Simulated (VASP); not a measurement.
Wanted: the native input for a VASP 6.6.1 run.

```yaml
Task: relaxation of cell and atoms
Functional: LDA
Potentials_or_basis: VASP PAW LDA potentials, release 64 (C)
Cutoff: 600 eV
k_mesh: 8 × 8 × 8
Occupations: gaussian, width 0.02 eV
Spin: no spin polarisation
Dipole_correction: no
Further_INCAR_settings: ALGO = Normal; EDIFF = 1e-07; IBRION = 2; EDIFFG = -0.002; NSW = 100; ISIF = 3
```

The structure of C lies in POSCAR:

```
C
1.0
    0.0000000000      1.7660493904      1.7660493904
    1.7660493904      0.0000000000      1.7660493904
    1.7660493904      1.7660493904      0.0000000000
C
2
Direct
    0.5000000000      0.5000000000      0.5000000000
    0.7500000000      0.7500000000      0.7500000000
```

One way to write it, as run:

INCAR

```
PREC = Accurate ; ENCUT = 600
EDIFF = 1E-7 ; ISMEAR = 0
SIGMA = 0.02 ; LREAL = False
LASPH = True ; NELM = 120
ALGO = Normal ; ISIF = 3
LWAVE = False ; LCHARG = False
GGA = CA ; IBRION = 2
NSW = 100 ; EDIFFG = -0.002
GGA_COMPAT = False ; NELMIN = 4
```

KPOINTS

```
regular mesh
0
Gamma
  8 8 8
```

Potentials or basis: VASP PAW LDA potentials, release 64 (C).

Launch:

```console
$ cat potpaw_LDA.64/C/POTCAR > POTCAR
$ mpirun -np 1 vasp_std > vasp.out
```

Results of the run:

```json
{
 "Relaxed volume": "5.52 Å³/atom",
 "Relaxed cell": "a = 2.499 Å, b = 2.499 Å, c = 2.499 Å, α = 60.00°, β = 60.00°, γ = 60.00°",
 "Space group after relaxing (to 0.05 Å)": "Fd-3m (No. 227)",
 "Energy gained by relaxing": "0.0 meV/atom",
 "Ionic steps": "3",
 "Pressure after relaxing": "0.0 GPa",
 "Band gap on the k mesh": "4.17 eV, indirect (least direct gap 5.62 eV)"
}
```

Run time: 3.9 s on 1 thread of Intel(R) Xeon(R) Platinum 8375C CPU @ 2.90GHz (Ice Lake), on a shared host, peak memory 0.11 GiB.
